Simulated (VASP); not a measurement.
Here is a VASP 6.6.1 calculation.

File INCAR:

```
SYSTEM = SnO
PREC = Accurate ; ENCUT = 520
EDIFF = 1E-6 ; ISMEAR = 0
SIGMA = 0.15 ; LREAL = .False.
LASPH = .True. ; NELM = 80
ALGO = Normal ; ISIF = 2
LWAVE = .False. ; LCHARG = .True.
GGA = PS ; LELF = .True.
LVHAR = .True. ; NBANDS = 28
```

KPOINTS

```
regular mesh
0
Gamma
  12 12 10
  0 0 0
```

Contents of POSCAR:

```
SnO
1.0
    3.8020000000      0.0000000000      0.0000000000
    0.0000000000      3.8020000000      0.0000000000
    0.0000000000      0.0000000000      4.8360000000
Sn O
2 2
Direct
    0.0000000000      0.5000000000      0.2385000000
    0.5000000000      0.0000000000      0.7615000000
    0.0000000000      0.0000000000     -0.1240694789
    0.5000000000      0.5000000000      0.0000000000
```

Potentials or basis: VASP PAW PBE potentials, release 64 (Sn_d, O).

Launch:

```bash
$ cat potpaw_PBE.64/Sn_d/POTCAR potpaw_PBE.64/O/POTCAR > POTCAR
$ mpirun -np 1 vasp_std > vasp.out
```

Task: Estimate the band gap on the k mesh.

Result: Zero (bands 20 and 21 overlap by 0.44 eV).

Task: Estimate the pressure.

Result: 4.6 GPa.

Stress tensor (GPa, compression positive):
```
17.18  0.00  0.00
 0.00 -4.40  0.00
 0.00  0.00  1.02
```

Caveat: the cell differs from its parent crystal (atom 3 (O) moved by (+0.000, -0.600) A along x and z); the stress differs along the axes, from -4 to 17 GPa; semilocal functionals underestimate gaps, and a narrow one can read as zero; the PAW data sets were made with another functional, which shifts forces and pressure a little; spin-orbit coupling is left out, which moves the levels of the heavy elements.
